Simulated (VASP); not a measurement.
Wanted: the native input for a VASP 6.6.1 run.

| Item | Value |
| --- | --- |
| Task | single point |
| Functional | PBE |
| Dispersion | D3(BJ) |
| Potentials or basis | VASP PAW PBE potentials, release 64 (Si) |
| Cutoff | 520 eV |
| k mesh | 2 × 2 × 2 |
| Occupations | gaussian, width 0.02 eV |
| Spin | no spin polarisation |
| Dipole correction | no |
| Further INCAR settings | LREAL = Auto; ALGO = Normal; EDIFF = 1e-06; NBANDS = 48 |

The structure of Si (a cell with a defect) lies in POSCAR:

```
Si
1.0
    0.0000000000      5.4300000000      5.4300000000
    5.4300000000      0.0000000000      5.4300000000
    5.4300000000      5.4300000000      0.0000000000
Si
17
Direct
   -0.0086057090      0.0242703499     -0.0078764273
    0.1273820442      0.1276376611      0.1281087477
    0.0041380295     -0.0050288214      0.5003980663
    0.1273467772      0.1276675875      0.6167815838
    0.0044535912      0.5066808471      0.0051815838
    0.1144687845      0.6550709945      0.1151997238
    0.0043995396      0.5067032228      0.4836192449
    0.1345435543      0.6228947514      0.6212313996
    0.4996707182     -0.0050311234      0.0048685083
    0.6160525783      0.1276686004      0.1280741252
    0.4996399632     -0.0049906077      0.5003664825
    0.6304022099      0.1072141805      0.6311337017
    0.4828878453      0.5067034991      0.0051290976
    0.6205028545      0.6228936464      0.1352720994
    0.5058670350      0.4808377532      0.5065948435
    0.6204802947      0.6229298343      0.6212099448
    0.8622873849      0.4116336096      0.8630201657
```

The input as run:

INCAR

```
SYSTEM = Si
ALGO = Normal ; EDIFF = 1E-6
ENCUT = 520 ; GGA = PE
ISIF = 2 ; ISMEAR = 0
IVDW = 12 ; LASPH = .TRUE.
LCHARG = .FALSE. ; LREAL = Auto
LWAVE = .FALSE. ; NBANDS = 48
NELM = 100 ; PREC = Accurate
SIGMA = 0.02
```

KPOINTS

```
k-points
0
G
  2 2 2
  0 0 0
```

Potentials or basis: VASP PAW PBE potentials, release 64 (Si).

Run with:

```bash
$ cat potpaw_PBE.64/Si/POTCAR > POTCAR
$ mpirun -np 1 vasp_std > vasp.out
```

It gave:

```json
{"Pressure": "2.2 GPa", "Largest force": "0.174 eV/Å", "Band gap on the k mesh": "zero (bands 34 and 35 overlap by 0.18 eV)", "Dispersion energy per atom": "-0.332 eV"}
```

Caveat: the k points lie up to 0.50 Å⁻¹ apart.

Run time: 6.6 min on 1 thread of Intel Xeon 8259CL, with other jobs on the host, peak memory 0.45 GiB.
